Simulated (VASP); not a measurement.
Input of a VASP 6.6.1 run:

Contents of INCAR:

```
  PREC = Accurate
  ENCUT = 600
  EDIFF = 1E-6
  ISMEAR = 0
  SIGMA = 0.02
  LREAL = F
  LASPH = T
  NELM = 200
  ALGO = Normal
  ISIF = 2
  LWAVE = F
  LCHARG = T
  LMAXMIX = 4
  LDAU = T
  LDAUTYPE = 2
  LDAUL = 2 -1
  LDAUU = 4 0
  LDAUJ = 0 0
  LDAUPRINT = 1
  GGA = PE
  LELF = T
  LVHAR = T
  NBANDS = 33
  GGA_COMPAT = F
```

The input KPOINTS:

```
regular mesh
0
Gamma
  8 8 8
```

The input POSCAR:

```
TiO2
1.0
   -1.9086496194      1.9086496194      4.8899050332
    1.9086496194     -1.9086496194      4.8899050332
    1.9086496194      1.9086496194     -4.8899050332
Ti O
2 4
Direct
    0.0000000000      0.0000000000      0.0000000000
    0.7500000000      0.2500000000      0.5000000000
    0.2052277854      0.2052277854      0.0000000000
    0.9552277854      0.4552277854      0.5000000000
    0.5447722146      0.0447722146      0.5000000000
    0.7947722146      0.7947722146      0.0000000000
```

Potentials or basis: VASP PAW PBE potentials, release 64 (Ti_sv, O).

The run is started by

```bash
$ cat potpaw_PBE.64/Ti_sv/POTCAR potpaw_PBE.64/O/POTCAR > POTCAR
$ mpirun -np 1 vasp_std > vasp.out
```

(1) Predict the pressure.

(2) Predict the largest force.

Answers

(1) 4.0 GPa.

(2) 0.151 eV/Å.

Caveat: the cell stands under pressure.
